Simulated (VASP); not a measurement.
Set up this calculation in VASP 6.6.1, as the native input.

```yaml
Task: electric field gradients
Functional: LDA
Potentials_or_basis: VASP PAW LDA potentials, release 64 (Sn_d, O)
Cutoff: 520 eV
k_mesh: 4 × 4 × 6
Occupations: fermi-dirac, width 0.03 eV
Spin: no spin polarisation
Dipole_correction: no
Further_INCAR_settings: ALGO = Normal; EDIFF = 1e-08; NBANDS = 35
```

The structure of SnO2 lies in POSCAR:

```
SnO2
1.0
    4.7373500000      0.0236867500      0.0236867500
    0.0236867500      4.7373500000      0.0236867500
    0.0159320000      0.0159320000      3.1864000000
Sn O
2 4
Direct
    0.0000000000      0.0000000000      0.0000000000
    0.5000000000      0.5000000000      0.5000000000
    0.3056200000      0.3056200000      0.0000000000
    0.1943800000      0.8056200000      0.5000000000
    0.6943800000      0.6943800000      0.0000000000
    0.8056200000      0.1943800000      0.5000000000
```

This cell differs from its parent crystal: equal xy, yz and zx shear strains of +1 %.

These files were run (other wordings do the same):

INCAR

```
SYSTEM = SnO2
PREC = Accurate
ENCUT = 520
EDIFF = 1E-8
ISMEAR = -1
SIGMA = 0.03
LREAL = .False.
LASPH = .True.
NELM = 60
ALGO = Normal
ISIF = 2
LWAVE = .False.
LCHARG = .False.
LEFG = .True.
NBANDS = 35
```

KPOINTS

```
regular mesh
0
Gamma
  4 4 6
  0 0 0
```

Potentials or basis: VASP PAW LDA potentials, release 64 (Sn_d, O).

Launch:

```console
$ cat potpaw_LDA.64/Sn_d/POTCAR potpaw_LDA.64/O/POTCAR > POTCAR
$ mpirun -np 1 vasp_std > vasp.out
```

It gave:

```json
{
 "Pressure": "0.1 GPa",
 "Largest force": "0.110 eV/Å",
 "Band gap on the k mesh": "1.14 eV, direct"
}
```

Caveat: the cell differs from its parent crystal (equal xy, yz and zx shear strains of +1 %); without QUAD_EFG the Cq values of the log hold for a quadrupole moment of 1 mb, not for the nuclei; spin-orbit coupling is left out, which moves the levels of the heavy elements.

Wall time 34 s on 1 thread of Intel(R) Xeon(R) Platinum 8559C (Emerald Rapids), with other jobs on the host, peak memory 0.19 GiB.
